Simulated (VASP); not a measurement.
Ti: single point with PBE

Ti:

```
Ti
1.0
    -1.64100    1.64100    1.64100
     1.64100   -1.64100    1.64100
     1.64100    1.64100   -1.64100
Ti
1
Direct
  0.00000 0.00000 0.00000
```

| Property | Result |
| --- | --- |
| Program | VASP 6.6.1 |
| Task | single point |
| Functional | PBE |
| Potentials or basis | VASP PAW PBE potentials, release 64 (Ti_sv) |
| Cutoff | 520 eV |
| k mesh | 11 × 11 × 11 |
| Occupations | gaussian, width 0.012 eV |
| Spin | no spin polarisation |
| Dipole correction | no |
| Further INCAR settings | ALGO = Normal; EDIFF = 1e-06; NBANDS = 12 |

The pressure is -3.1 GPa and the band gap on the k mesh is zero (band 6 reaches 8.90 eV, above the bottom of band 7 at 7.33 eV).

Levels at points of the mesh, in eV from the Fermi level:
```csv
k point,band 2,band 3,band 4,band 5,band 6,band 7,band 8,band 9,band 10,band 11
"(0.00, 0.00, 0.00)",-32.42,-32.42,-32.42,-5.91,0.99,0.99,0.99,2.71,2.71,17.29
```

Run time: 10 s on 1 thread of AMD EPYC 7R13 Processor (Zen 3), with other jobs on the host, peak memory 0.11 GiB.
